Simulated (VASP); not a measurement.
Cu: single point with r2SCAN

The system is Cu.

```
Cu
1.0
     2.53076    0.00000    0.00000
    -1.26538    2.19171    0.00000
     0.00000    0.00000    8.26182
Cu
4
Direct
  0.66667 0.33333 0.75000
  0.00000 0.00000 0.50000
  0.33333 0.66667 0.25000
  0.00000 0.00000 0.00000
```

```yaml
Program: VASP 6.6.1
Task: single point
Functional: r2SCAN
Potentials_or_basis: VASP PAW PBE potentials, release 64 (Cu)
Cutoff: 520 eV
k_mesh: 10 × 10 × 3
Occupations: methfessel-paxton, width 0.005 eV
Spin: no spin polarisation
Dipole_correction: no
Further_INCAR_settings: ALGO = Normal; EDIFF = 1e-07; NBANDS = 30
```

| Item | Value |
| --- | --- |
| Pressure | 0.7 GPa |
| Band gap on the k mesh | zero (band 22 reaches 10.98 eV, above the bottom of band 23 at 5.92 eV) |

Stress tensor (GPa, compression positive):
```
1.05 0.00 0.00
0.00 1.05 0.00
0.00 0.00 0.14
```

Levels at points of the mesh, in eV from the Fermi level:
```tsv
k point	band 21	band 22	band 23	band 24	band 25	band 26
(0.00, 0.00, 0.00)	-2.16	-1.84	-1.84	-1.18	4.09	13.21
(0.50, 0.00, 0.00)	-0.74	0.35	0.97	1.61	4.94	4.95
```

Wall time 2.4 min on 1 thread of Intel(R) Xeon(R) 6975P-C (Granite Rapids), with other jobs on the host, peak memory 0.17 GiB.

Caveat: the PAW data sets were made with another functional, which shifts forces and pressure a little.
